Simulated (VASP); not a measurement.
# MgH5W (P4/mmm) in VASP: density of states with PBE

Aim: the density of states of MgH5W with PBE.

Everything below comes from runs of VASP 6.6.1. Logs are shortened: lines on timing, memory, paths and dates and some standing lists are left out, and cuts for length are marked.

### Step 1. The cell of the first run

The structure is tetragonal, space group P4/mmm (No. 123). Conventional cell: a = 2.890 Å, b = 2.890 Å, c = 6.441 Å, α = 90.00°, β = 90.00°, γ = 90.00°. Mg (site symmetry 4/mmm) has 12 H at 2.04 to 2.48 Å within 2.7 Å. Within 2.5 Å of H (site symmetry 2mm) lie 2 W at 1.88 Å and 7 H at 2.04 to 2.48 Å and 2 Mg at 2.48 Å. Within 2.7 Å of H (site symmetry 4/mmm) lie 4 Mg at 2.04 Å and 8 H at 2.48 Å. W (site symmetry 4/mmm) has 8 H at 1.88 Å within 2.5 Å.

### Step 2. Density of states, PBE

POSCAR reads:

```
MgH5W
1.0
    2.8898954881      0.0000000000      0.0000000000
    0.0000000000      2.8898954881      0.0000000000
    0.0000000000      0.0000000000      6.4414710194
Mg H W
1 5 1
Direct
    0.5000000000      0.5000000000      0.0000000000
    0.0000000000      0.5000000000      0.3122625107
    0.0000000000      0.5000000000      0.6877374893
    0.5000000000      0.0000000000      0.3122625107
    0.5000000000      0.0000000000      0.6877374893
    0.0000000000      0.0000000000      0.0000000000
    0.0000000000      0.0000000000      0.5000000000
```

INCAR.step1 reads:

```
PREC = Accurate
ENCUT = 520
EDIFF = 1E-6
ISMEAR = 0
SIGMA = 0.1
LREAL = False
LASPH = True
NELM = 80
ALGO = Normal
ISIF = 2
LWAVE = False
LCHARG = True
LMAXMIX = 4
GGA = PE
NBANDS = 20
```

KPOINTS.step1 reads:

```
Automatic mesh
0
Gamma
  14 14 6
```

INCAR.step2 reads:

```
PREC = Accurate
ENCUT = 520
EDIFF = 1E-6
ISMEAR = -5
SIGMA = 0.1
LREAL = False
LASPH = True
NELM = 80
ALGO = Normal
ISIF = 2
LWAVE = False
LCHARG = False
LMAXMIX = 4
GGA = PE
LORBIT = 10
NEDOS = 1001
ICHARG = 11
```

KPOINTS.step2 reads:

```
Automatic mesh
0
Gamma
  21 21 9
```

Potentials or basis: VASP PAW PBE potentials, release 64 (Mg, H, W_sv).

Started as:

```sh
$ cat potpaw_PBE.64/Mg/POTCAR potpaw_PBE.64/H/POTCAR potpaw_PBE.64/W_sv/POTCAR > POTCAR
$ cp INCAR.step1 INCAR
$ cp KPOINTS.step1 KPOINTS
$ mpirun -np 1 vasp_std > vasp.out
$ cp INCAR.step2 INCAR
$ cp KPOINTS.step2 KPOINTS
$ mpirun -np 1 vasp_std > vasp.out
```

OUTCAR:

```text
PREC = Accurate
   ENCUT = 520
   EDIFF = 1E-6
   ISMEAR = -5
   LREAL = False
   LASPH = True
   NELM = 80
   ISIF = 2
   GGA = PE
   LORBIT = 10
   ICHARG = 11

 ion  position               nearest neighbor table
   1  0.500  0.500  0.000-   6 2.04   6 2.04   6 2.04   6 2.04
   2  0.000  0.500  0.312-   7 1.88   7 1.88
   3  0.000  0.500  0.688-   7 1.88   7 1.88
   4  0.500  0.000  0.312-   7 1.88   7 1.88
   5  0.500  0.000  0.688-   7 1.88   7 1.88
   6  0.000  0.000  0.000-   1 2.04   1 2.04   1 2.04   1 2.04
   7  0.000  0.000  0.500-   2 1.88   3 1.88   4 1.88   5 1.88   2 1.88   3 1.88   4 1.88   5 1.88

  LATTYP: Found a simple tetragonal cell.
 ALAT       =     2.8898954881
 C/A-ratio  =     2.2289633123

  Lattice vectors:

 A1 = (   2.8898954881,   0.0000000000,   0.0000000000)
 A2 = (   0.0000000000,   2.8898954881,   0.0000000000)
 A3 = (   0.0000000000,   0.0000000000,   6.4414710194)

Analysis of symmetry for initial positions (statically):
=====================================================================
 Subroutine PRICEL returns:
 Original cell was already a primitive cell.

 Routine SETGRP: Setting up the symmetry group for a
 simple tetragonal supercell.

 Subroutine GETGRP returns: Found 16 space group operations
 (whereof 16 operations were pure point group operations)
 out of a pool of 16 trial point group operations.

The static configuration has the point symmetry D_4h.

Analysis of symmetry for dynamics (positions and initial velocities):
=====================================================================
 Subroutine PRICEL returns:
 Original cell was already a primitive cell.

 Routine SETGRP: Setting up the symmetry group for a
 simple tetragonal supercell.

 Subroutine GETGRP returns: Found 16 space group operations
 (whereof 16 operations were pure point group operations)
 out of a pool of 16 trial point group operations.

The dynamic configuration has the point symmetry D_4h.

 Subroutine INISYM returns: Found 16 space group operations
 (whereof 16 operations are pure point group operations),
 and found     1 'primitive' translations

----------------------------------------------------------------------------------------

                                     Primitive cell

  volume of cell :      53.7959

  direct lattice vectors                    reciprocal lattice vectors
     2.889895488  0.000000000  0.000000000     0.346033275  0.000000000  0.000000000
     0.000000000  2.889895488  0.000000000     0.000000000  0.346033275  0.000000000
     0.000000000  0.000000000  6.441471019     0.000000000  0.000000000  0.155244042

  length of vectors
     2.889895488  2.889895488  6.441471019     0.346033275  0.346033275  0.155244042

  position of ions in fractional coordinates (direct lattice)
     0.500000000  0.500000000  0.000000000
     0.000000000  0.500000000  0.312262511
     0.000000000  0.500000000  0.687737489
     0.500000000  0.000000000  0.312262511
     0.500000000  0.000000000  0.687737489
     0.000000000  0.000000000  0.000000000
     0.000000000  0.000000000  0.500000000

  ion indices of the primitive-cell ions
   primitive index   ion index
                 1           1
                 2           2
                 3           3
                 4           4
                 5           5
                 6           6
                 7           7

----------------------------------------------------------------------------------------

 KPOINTS: Automatic mesh

Automatic generation of k-mesh.
 Grid dimensions read from file:
 generate k-points for:   21   21    9

 Generating k-lattice:

  Cartesian coordinates                     Fractional coordinates (reciprocal lattice)
     0.016477775  0.000000000  0.000000000     0.047619048  0.000000000  0.000000000
     0.000000000  0.016477775  0.000000000     0.000000000  0.047619048  0.000000000
     0.000000000  0.000000000  0.017249338     0.000000000  0.000000000  0.111111111

  Length of vectors
     0.016477775  0.016477775  0.017249338

  Shift w.r.t. Gamma in fractional coordinates (k-lattice)
     0.000000000  0.000000000  0.000000000

 TETIRR: Found   5923 inequivalent tetrahedra from    23814

 Subroutine IBZKPT returns following result:
 ===========================================

 Found    330 irreducible k-points:

 Following reciprocal coordinates:
            Coordinates               Weight
  0.000000  0.000000  0.000000      1.000000
  0.047619  0.000000  0.000000      4.000000
  0.095238  0.000000  0.000000      4.000000
  0.142857  0.000000  0.000000      4.000000
  0.190476  0.000000  0.000000      4.000000
  0.238095  0.000000  0.000000      4.000000
[... 16 lines left out ...]
  0.142857  0.095238  0.000000      8.000000
  0.190476  0.095238  0.000000      8.000000
 [... further k-points ...]
   k-points           NKPTS =    330   k-points in BZ     NKDIM =    330   number of bands    NBANDS=     14
   number of dos      NEDOS =   1001   number of ions     NIONS =      7
   total plane-waves  NPLWV =  27648
   dimension x,y,z NGX =    24 NGY =   24 NGZ =   48
   dimension x,y,z NGXF=    48 NGYF=   48 NGZF=   96
   ions per type =               1   5   1
   NGX,Y,Z   is equivalent  to a cutoff of  13.81, 13.81, 12.39 a.u.
   NGXF,Y,Z  is equivalent  to a cutoff of  27.61, 27.61, 24.78 a.u.
 SYSTEM =  unknown system
   PREC   = accura    normal or accurate (medium, high low for compatibility)
   ISTART =      0    job   : 0-new  1-cont  2-samecut
   ICHARG =     11    charge: 1-file 2-atom 10-const
   ISPIN  =      1    spin polarized calculation?
   LNONCOLLINEAR =      F non collinear calculations
   LSORBIT =      F    spin-orbit coupling
   LASPH  =      T    aspherical Exc in radial PAW
   ENCUT  =  520.0 eV  38.22 Ry    6.18 a.u.   5.37  5.37 11.98*2*pi/ulx,y,z
   NELM   =     80;   NELMIN=  2; NELMDL=  0     # of ELM steps
   EDIFF  = 0.1E-05   stopping-criterion for ELM
   LREAL  =      F    real-space projection
   EDIFFG = 0.1E-04   stopping-criterion for IOM
   NSW    =      0    number of steps for IOM
   IBRION =     -1    ionic relax: 0-MD 1-quasi-New 2-CG
   NFREE  =      0    steps in history (QN), initial steepest desc. (CG)
   ISIF   =      2    stress and relaxation
   ISYM   =      2    0-nonsym 1-usesym 2-fastsym
   POTIM  = 0.5000    time-step for ionic-motion
   TEBEG  =    0.0;   TEEND  =   0.0 temperature during run
   PSTRESS=    0.0 pullay stress
   NELECT =      21.0000    total number of electrons
   NUPDOWN=      -1.0000    fix difference up-down
   EMIN   =  10.00;   EMAX   =-10.00  energy-range for DOS
   EFERMI =   0.00;   METHOD = LEGACY
   ISMEAR =    -5;   SIGMA  =   0.10  broadening in eV -4-tet -1-fermi 0-gaus
   EFERMI_NEDOS =   21; number of points for ismear=-14 and -15
   IALGO  =     38    algorithm
   IMIX   =      4    mixing-type and parameters
     AMIX     =   0.40;   BMIX     =  1.00
     AMIX_MAG =   1.60;   BMIX_MAG =  1.00
  volume/ion in A,a.u.               =       7.69        51.86
  Fermi-wavevector in a.u.,A,eV,Ry     =   1.196460  2.260981 19.476962  1.431516
  Thomas-Fermi vector in A             =   2.332400
   LORBIT       =     10    0 simple, 1 ext, 2 COOP (PROOUT), +10 PAW based schemes
   GGA     = PE    functional components
   LHFCALC =     F    Hartree Fock is set to
   AEXX    =    0.0000 exact exchange contribution
   IVDW    =     0    specifies the selected vdW correction
   LEPSILON=     F    determine dielectric tensor
   LRPA    =     F    only Hartree local field effects (RPA)
 non-spin polarized calculation
 Fermi weights with tetrahedron method with Bloechl corrections
  energy-cutoff  :      520.00
  volume of cell :       53.80
 maximum number of plane-waves:      1477
 NGX is ok and might be reduce to    24

 number of electron      20.9999991 magnetization

 Free energy of the ion-electron system (eV)
  ---------------------------------------------------
  ext. energy  EPLUGINS =         0.00000000
  ---------------------------------------------------
  free energy    TOTEN  =       -30.14847460 eV

  energy without entropy =      -30.14847460  energy(sigma->0) =      -30.14847460

 E-fermi :   5.4001     XC(G=0): -10.5598

 val. band max:        5.4846032364   @ k =   0.0476   0.0000   0.2222
 cond. band min:       5.3670564604   @ k =   0.4286   0.1905   0.4444
 fundamental gap:     -0.1175467760
 Fermi energy:         5.4001296881

 k-point     1 :       0.0000    0.0000    0.0000
  band No.  band energies     occupation
      1     -69.0121      2.00000
      2     -33.2101      2.00000
      3     -33.0030      2.00000
      4     -33.0030      2.00000
      5      -5.9448      2.00000
      6      -2.2804      2.00000
      7      -2.2300      2.00000
      8      -0.4174      2.00000
      9       3.0011      2.00000
     10       6.1124     -0.31592
     11       6.1124      0.00000
     12       6.6848      0.00000
     13       8.2577      0.00000
     14       9.7250      0.00000

 k-point     2 :       0.0476    0.0000    0.0000
  band No.  band energies     occupation
      1     -69.0114      2.00000
      2     -33.2084      2.00000
      3     -33.0164      2.00000
      4     -33.0020      2.00000
      5      -5.8986      2.00000
      6      -2.2376      2.00000
      7      -2.2198      2.00000
      8      -0.3882      2.00000
      9       3.0365      2.00000
     10       5.4946      0.95365
     11       6.1234      0.00000
     12       7.2847      0.00000
     13       8.1766      0.00000
     14       9.8153      0.00000

 k-point     3 :       0.0952    0.0000    0.0000
  band No.  band energies     occupation
      1     -69.0094      2.00000
      2     -33.2033      2.00000
      3     -33.0551      2.00000
      4     -32.9990      2.00000
      5      -5.7620      2.00000
      6      -2.1906      2.00000
      7      -2.1123      2.00000
      8      -0.3032      2.00000
      9       3.1414      2.00000
     10       4.6959      2.04309
     11       6.1558      0.00000
     12       7.9515      0.00000
     13       7.9884      0.00000
     14       9.8369      0.00000
[... 324 lines left out ...]
 k-point    23 :       0.1429    0.0952    0.0000
  band No.  band energies     occupation
      1     -69.0036      2.00000
      2     -33.1885      2.00000
      3     -33.1111      2.00000
      4     -33.0460      2.00000
      5      -5.3566      2.00000
      6      -2.1002      2.00000
      7      -1.7384      2.00000
      8      -0.0560      2.00000
      9       3.4435      2.00000
     10       3.4834      2.00000
     11       6.0782      0.00000
     12       7.2511      0.00000
     13       8.9154      0.00000
     14       9.2734      0.00000

 k-point    24 :       0.1905    0.0952    0.0000
  band No.  band energies     occupation
      1     -68.9995      2.00000
      2     -33.1867      2.00000
      3     -33.1783      2.00000
      4     -33.0399      2.00000
      5      -5.0572      2.00000
      6      -2.0421      2.00000
      7      -1.4776      2.00000
      8       0.1046      2.00000
      9       2.9115      2.00000
     10       3.6556      2.00000
     11       6.1561      0.00000
     12       6.8470      0.00000
     13       7.9320      0.00000
     14       9.5163      0.00000

 [... further k-points ...]
[... 5 lines left out ...]
  --------------------------------------------------------------------------------------
  -------------------------------------------------------------------------------------
  Total        0.0087220      0.0087220     -0.0794374      0.0000000      0.0000000      0.0000000
  in kB        0.2597616      0.2597616     -2.3658453      0.0000000      0.0000000      0.0000000
  external PRESSURE =      -0.6154407 kB  Pullay stress =       0.0000000 kB

 VOLUME and BASIS-vectors are now :
 -----------------------------------------------------------------------------
  energy-cutoff  :      520.00
  volume of cell :       53.80
      direct lattice vectors                 reciprocal lattice vectors
     2.889895488  0.000000000  0.000000000     0.346033275  0.000000000  0.000000000
     0.000000000  2.889895488  0.000000000     0.000000000  0.346033275  0.000000000
     0.000000000  0.000000000  6.441471019     0.000000000  0.000000000  0.155244042

 POSITION                                       TOTAL-FORCE (eV/Angst)
 -----------------------------------------------------------------------------------
      1.44495      1.44495      0.00000        -0.000000     -0.000000      0.000000
      0.00000      1.44495      2.01143        -0.000000      0.000000     -0.016310
      0.00000      1.44495      4.43004         0.000000      0.000000      0.016310
      1.44495      0.00000      2.01143        -0.000000     -0.000000     -0.016310
      1.44495      0.00000      4.43004         0.000000     -0.000000      0.016310
      0.00000      0.00000      0.00000        -0.000000     -0.000000      0.000000
      0.00000      0.00000      3.22074        -0.000000     -0.000000      0.000000
 -----------------------------------------------------------------------------------
    total drift:                               -0.000000      0.000000      0.000000

  FREE ENERGIE OF THE ION-ELECTRON SYSTEM (eV)
  ---------------------------------------------------
  free  energy   TOTEN  =       -30.1484746049 eV

  energy  without entropy=      -30.1484746049  energy(sigma->0) =      -30.14847460

 total charge

# of ion       s       p       d       tot
------------------------------------------
    1        0.172   0.111   0.036   0.319
    2        0.555   0.018   0.000   0.573
    3        0.555   0.018   0.000   0.573
    4        0.555   0.018   0.000   0.573
    5        0.555   0.018   0.000   0.573
    6        0.542   0.007   0.000   0.549
    7        2.326   6.318   3.381  12.025
--------------------------------------------------
tot          5.261   6.507   3.417  15.185
```

Wall time 1.7 min (1 thread of Intel Xeon 6975P-C (Granite Rapids), shared host); peak memory 0.4 GiB.

What came out:

| Property | Result |
| --- | --- |
| Valence electrons inside the program's atomic spheres | Mg 0.32; H 0.57, 0.55; W 12.03 |

Levels at points of the mesh, in eV from the Fermi level:
```
           k point  band 7  band 8  band 9  band 10  band 11  band 12  band 13  band 14
(0.00, 0.00, 0.00)   -7.63   -5.82   -2.40     0.71     0.71     1.28     2.86     4.32
```

Caveat: spin-orbit coupling is left out, which moves the levels of the heavy elements; tetrahedron occupations give inexact forces and stress in metals.
